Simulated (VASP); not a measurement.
# CdS (e600) (P6_3mc) in VASP: single point with PBEsol

Aim: the single point of CdS (e600) with PBEsol.

Everything below comes from runs of VASP 6.6.1. Logs are shortened: lines on timing, memory, paths and dates and some standing lists are left out, and cuts for length are marked.

### Step 1. The cell of the first run

Symmetry: P6_3mc, No. 186, hexagonal system. The conventional cell has a = 4.125 Å, b = 4.125 Å, c = 6.709 Å, α = 90.00°, β = 90.00°, γ = 120.00°. Within 3.3 Å of Cd (site symmetry 3m) lie 4 S at 2.52 to 2.53 Å. S (site symmetry 3m) has 4 Cd at 2.52 to 2.53 Å within 3.3 Å.

### Step 2. Single point, PBEsol

INCAR

```
SYSTEM = CdS
  PREC = Accurate
  ENCUT = 500
  EDIFF = 1E-6
  ISMEAR = 0
  SIGMA = 0.02
  LREAL = .False.
  LASPH = .True.
  NELM = 120
  ALGO = Normal
  ISIF = 2
  LWAVE = .False.
  LCHARG = .False.
  GGA = PS
  NBANDS = 26
  GGA_COMPAT = .False.
```

KPOINTS

```
regular mesh
0
Gamma
  9 9 4
  0 0 0
```

POSCAR

```
CdS
1.0
    4.1245340239      0.0000000000      0.0000000000
   -2.0622670120      3.5719512435      0.0000000000
    0.0000000000      0.0000000000      6.7092066394
Cd S
2 2
Direct
    0.3333333333      0.6666666667      0.0001786404
    0.6666666667      0.3333333333      0.5001786404
    0.3333333333      0.6666666667      0.3768213596
    0.6666666667      0.3333333333      0.8768213596
```

Potentials or basis: VASP PAW PBE potentials, release 64 (Cd, S).

Launch:

```bash
> cat potpaw_PBE.64/Cd/POTCAR potpaw_PBE.64/S/POTCAR > POTCAR
> mpirun -np 1 vasp_std > vasp.out
```

OUTCAR:

```text
SYSTEM = CdS
   PREC = Accurate
   ENCUT = 500
   EDIFF = 1E-6
   ISMEAR = 0
   LREAL = .False.
   LASPH = .True.
   NELM = 120
   ISIF = 2
   GGA = PS

 ion  position               nearest neighbor table
   1  0.333  0.667  0.000-   4 2.52   4 2.52   4 2.52   3 2.53
   2  0.667  0.333  0.500-   3 2.52   3 2.52   3 2.52   4 2.53
   3  0.333  0.667  0.377-   2 2.52   2 2.52   2 2.52   1 2.53
   4  0.667  0.333  0.877-   1 2.52   1 2.52   1 2.52   2 2.53

  LATTYP: Found a hexagonal cell.
 ALAT       =     4.1245340239
 C/A-ratio  =     1.6266580905

  Lattice vectors:

 A1 = (   4.1245340239,   0.0000000000,   0.0000000000)
 A2 = (  -2.0622670120,   3.5719512435,   0.0000000000)
 A3 = (   0.0000000000,   0.0000000000,   6.7092066394)

Analysis of symmetry for initial positions (statically):
=====================================================================
 Subroutine PRICEL returns:
 Original cell was already a primitive cell.

 Routine SETGRP: Setting up the symmetry group for a
 hexagonal supercell.

 Subroutine GETGRP returns: Found 12 space group operations
 (whereof  6 operations were pure point group operations)
 out of a pool of 24 trial point group operations.

The static configuration has the point symmetry C_3v.
 The point group associated with its full space group is C_6v.

Analysis of symmetry for dynamics (positions and initial velocities):
=====================================================================
 Subroutine PRICEL returns:
 Original cell was already a primitive cell.

 Routine SETGRP: Setting up the symmetry group for a
 hexagonal supercell.

 Subroutine GETGRP returns: Found 12 space group operations
 (whereof  6 operations were pure point group operations)
 out of a pool of 24 trial point group operations.

The dynamic configuration has the point symmetry C_3v.
 The point group associated with its full space group is C_6v.

 Subroutine INISYM returns: Found 12 space group operations
 (whereof  6 operations are pure point group operations),
 and found     1 'primitive' translations

----------------------------------------------------------------------------------------

                                     Primitive cell

  volume of cell :      98.8443

  direct lattice vectors                    reciprocal lattice vectors
     4.124534024  0.000000000  0.000000000     0.242451631  0.139979514  0.000000000
    -2.062267012  3.571951244  0.000000000     0.000000000  0.279959029  0.000000000
     0.000000000  0.000000000  6.709206639     0.000000000  0.000000000  0.149048919

  length of vectors
     4.124534024  4.124534024  6.709206639     0.279959029  0.279959029  0.149048919

  position of ions in fractional coordinates (direct lattice)
     0.333333333  0.666666667  0.000178640
     0.666666667  0.333333333  0.500178640
     0.333333333  0.666666667  0.376821360
     0.666666667  0.333333333  0.876821360

  ion indices of the primitive-cell ions
   primitive index   ion index
                 1           1
                 2           2
                 3           3
                 4           4

----------------------------------------------------------------------------------------

 KPOINTS: regular mesh

Automatic generation of k-mesh.
 Grid dimensions read from file:
 generate k-points for:    9    9    4

 Generating k-lattice:

  Cartesian coordinates                     Fractional coordinates (reciprocal lattice)
     0.026939070  0.015553279  0.000000000     0.111111111  0.000000000  0.000000000
     0.000000000  0.031106559  0.000000000     0.000000000  0.111111111  0.000000000
     0.000000000  0.000000000  0.037262230     0.000000000  0.000000000  0.250000000

  Length of vectors
     0.031106559  0.031106559  0.037262230

  Shift w.r.t. Gamma in fractional coordinates (k-lattice)
     0.000000000  0.000000000  0.000000000

 Subroutine IBZKPT returns following result:
 ===========================================

 Found     36 irreducible k-points:

 Following reciprocal coordinates:
            Coordinates               Weight
  0.000000  0.000000  0.000000      1.000000
  0.111111  0.000000  0.000000      6.000000
  0.222222 -0.000000  0.000000      6.000000
  0.333333 -0.000000  0.000000      6.000000
  0.444444 -0.000000  0.000000      6.000000
  0.111111  0.111111  0.000000      6.000000
[... 16 lines left out ...]
  0.333333  0.222222  0.250000     24.000000
  0.333333  0.333333  0.250000      4.000000
 [... further k-points ...]
   k-points           NKPTS =     36   k-points in BZ     NKDIM =     36   number of bands    NBANDS=     26
   number of dos      NEDOS =    301   number of ions     NIONS =      4
   total plane-waves  NPLWV =  45000
   dimension x,y,z NGX =    30 NGY =   30 NGZ =   50
   dimension x,y,z NGXF=    60 NGYF=   60 NGZF=  100
   ions per type =               2   2
   NGX,Y,Z   is equivalent  to a cutoff of  12.09, 12.09, 12.39 a.u.
   NGXF,Y,Z  is equivalent  to a cutoff of  24.18, 24.18, 24.78 a.u.
 SYSTEM =  CdS
   PREC   = accura    normal or accurate (medium, high low for compatibility)
   ISTART =      0    job   : 0-new  1-cont  2-samecut
   ICHARG =      2    charge: 1-file 2-atom 10-const
   ISPIN  =      1    spin polarized calculation?
   LNONCOLLINEAR =      F non collinear calculations
   LSORBIT =      F    spin-orbit coupling
   LASPH  =      T    aspherical Exc in radial PAW
   ENCUT  =  500.0 eV  36.75 Ry    6.06 a.u.   7.52  7.52 12.23*2*pi/ulx,y,z
   NELM   =    120;   NELMIN=  2; NELMDL= -5     # of ELM steps
   EDIFF  = 0.1E-05   stopping-criterion for ELM
   LREAL  =      F    real-space projection
   EDIFFG = 0.1E-04   stopping-criterion for IOM
   NSW    =      0    number of steps for IOM
   IBRION =     -1    ionic relax: 0-MD 1-quasi-New 2-CG
   NFREE  =      0    steps in history (QN), initial steepest desc. (CG)
   ISIF   =      2    stress and relaxation
   ISYM   =      2    0-nonsym 1-usesym 2-fastsym
   POTIM  = 0.5000    time-step for ionic-motion
   TEBEG  =    0.0;   TEEND  =   0.0 temperature during run
   PSTRESS=    0.0 pullay stress
   NELECT =      36.0000    total number of electrons
   NUPDOWN=      -1.0000    fix difference up-down
   EMIN   =  10.00;   EMAX   =-10.00  energy-range for DOS
   EFERMI =   0.00;   METHOD = LEGACY
   ISMEAR =     0;   SIGMA  =   0.02  broadening in eV -4-tet -1-fermi 0-gaus
   EFERMI_NEDOS =   21; number of points for ismear=-14 and -15
   IALGO  =     38    algorithm
   IMIX   =      4    mixing-type and parameters
     AMIX     =   0.40;   BMIX     =  1.00
     AMIX_MAG =   1.60;   BMIX_MAG =  1.00
  volume/ion in A,a.u.               =      24.71       166.76
  Fermi-wavevector in a.u.,A,eV,Ry     =   1.169118  2.209313 18.596956  1.366838
  Thomas-Fermi vector in A             =   2.305596
   LORBIT       =      0    0 simple, 1 ext, 2 COOP (PROOUT), +10 PAW based schemes
   GGA     = PS    functional components
   LHFCALC =     F    Hartree Fock is set to
   AEXX    =    0.0000 exact exchange contribution
   IVDW    =     0    specifies the selected vdW correction
   LEPSILON=     F    determine dielectric tensor
   LRPA    =     F    only Hartree local field effects (RPA)
 non-spin polarized calculation
 Gauss-broadening in eV      SIGMA  =   0.02
  energy-cutoff  :      500.00
  volume of cell :       98.84
 maximum number of plane-waves:      2539
 NGX is ok and might be reduce to    30
   NGX = 15   NGY = 15   NGZ = 25

 number of electron      35.9999992 magnetization

 Free energy of the ion-electron system (eV)
  ---------------------------------------------------
  ext. energy  EPLUGINS =         0.00000000
  ---------------------------------------------------
  free energy    TOTEN  =       -13.63259025 eV

  energy without entropy =      -13.63259025  energy(sigma->0) =      -13.63259025

 E-fermi :   1.3491     XC(G=0):  -9.3890

 val. band max:        1.2434522114   @ k =   0.0000   0.0000   0.0000
 cond. band min:       2.3404608412   @ k =   0.0000   0.0000   0.0000
 fundamental gap:      1.0970086298
 Fermi energy:         1.3491301306

 k-point     1 :       0.0000    0.0000    0.0000
  band No.  band energies     occupation
      1     -11.1689      2.00000
      2     -10.7194      2.00000
      3      -6.4788      2.00000
      4      -6.4723      2.00000
      5      -6.4723      2.00000
      6      -6.3862      2.00000
[... 18 lines left out ...]
     25       8.7466      0.00000
     26       8.8407      0.00000

 k-point     2 :       0.1111    0.0000    0.0000
  band No.  band energies     occupation
      1     -11.1232      2.00000
      2     -10.6992      2.00000
      3      -6.4659      2.00000
      4      -6.4536      2.00000
      5      -6.4389      2.00000
      6      -6.3653      2.00000
[... 18 lines left out ...]
     25       8.7259      0.00000
     26       9.0191      0.00000

 k-point     3 :       0.2222   -0.0000    0.0000
  band No.  band energies     occupation
      1     -11.0034      2.00000
      2     -10.6512      2.00000
      3      -6.4260      2.00000
      4      -6.4110      2.00000
      5      -6.3490      2.00000
      6      -6.2935      2.00000
[... 18 lines left out ...]
     25       8.9639      0.00000
     26       9.6967      0.00000

 k-point     4 :       0.3333   -0.0000    0.0000
  band No.  band energies     occupation
      1     -10.8566      2.00000
      2     -10.6060      2.00000
      3      -6.3921      2.00000
      4      -6.3741      2.00000
      5      -6.2503      2.00000
      6      -6.2171      2.00000
[... 18 lines left out ...]
     25       9.4493      0.00000
     26      10.0205      0.00000
[... 496 lines left out ...]
      1     -10.7532      2.00000
      2     -10.6161      2.00000
      3      -6.3640      2.00000
      4      -6.3361      2.00000
      5      -6.2479      2.00000
      6      -6.2243      2.00000
[... 18 lines left out ...]
     25       9.0989      0.00000
     26      10.1887      0.00000

 k-point    23 :       0.3333    0.2222    0.2500
  band No.  band energies     occupation
      1     -10.6712      2.00000
      2     -10.6028      2.00000
      3      -6.3626      2.00000
      4      -6.3041      2.00000
      5      -6.2345      2.00000
      6      -6.1888      2.00000
[... 18 lines left out ...]
     25       9.7447      0.00000
     26      10.4346      0.00000

 k-point    24 :       0.3333    0.3333    0.2500
  band No.  band energies     occupation
      1     -10.6209      2.00000
      2     -10.6209      2.00000
      3      -6.3673      2.00000
      4      -6.2555      2.00000
      5      -6.2555      2.00000
      6      -6.1792      2.00000
[... 18 lines left out ...]
     25      10.4587      0.00000
     26      10.6350      0.00000

 [... further k-points ...]
[... 5 lines left out ...]
  --------------------------------------------------------------------------------------
  -------------------------------------------------------------------------------------
  Total        0.2314550      0.2314550      0.2350708     -0.0000000      0.0000000      0.0000000
  in kB        3.7516789      3.7516789      3.8102867     -0.0000000      0.0000000      0.0000000
  external PRESSURE =       3.7712148 kB  Pullay stress =       0.0000000 kB

 VOLUME and BASIS-vectors are now :
 -----------------------------------------------------------------------------
  energy-cutoff  :      500.00
  volume of cell :       98.84
      direct lattice vectors                 reciprocal lattice vectors
     4.124534024  0.000000000  0.000000000     0.242451631  0.139979514  0.000000000
    -2.062267012  3.571951244  0.000000000     0.000000000  0.279959029  0.000000000
     0.000000000  0.000000000  6.709206639     0.000000000  0.000000000  0.149048919

 POSITION                                       TOTAL-FORCE (eV/Angst)
 -----------------------------------------------------------------------------------
     -0.00000      2.38130      0.00120         0.000000     -0.000000      0.002248
      2.06227      1.19065      3.35580        -0.000000      0.000000      0.002248
     -0.00000      2.38130      2.52817        -0.000000      0.000000     -0.002248
      2.06227      1.19065      5.88278         0.000000     -0.000000     -0.002248
 -----------------------------------------------------------------------------------
    total drift:                               -0.000000      0.000000      0.000416

  FREE ENERGIE OF THE ION-ELECTRON SYSTEM (eV)
  ---------------------------------------------------
  free  energy   TOTEN  =       -13.6325902486 eV

  energy  without entropy=      -13.6325902486  energy(sigma->0) =      -13.63259025
```

Run time: 2.2 min. Hardware: 1 thread of Intel Xeon 8259CL, shared host; peak memory 0.24 GiB.

What came out:

- Free energy: -13.6326 eV
- Pressure: 0.4 GPa
- Band gap on the k mesh: 1.10 eV, direct

Forces on the atoms (eV/Å):
```
Cd   0.000  0.000  0.002
Cd   0.000  0.000  0.002
S    0.000  0.000 -0.002
S    0.000  0.000 -0.002
```

Caveat: the PAW data sets were made with another functional, which shifts forces and pressure a little. PBEsol gaps usually lie below the measured ones, often by a third to a half.
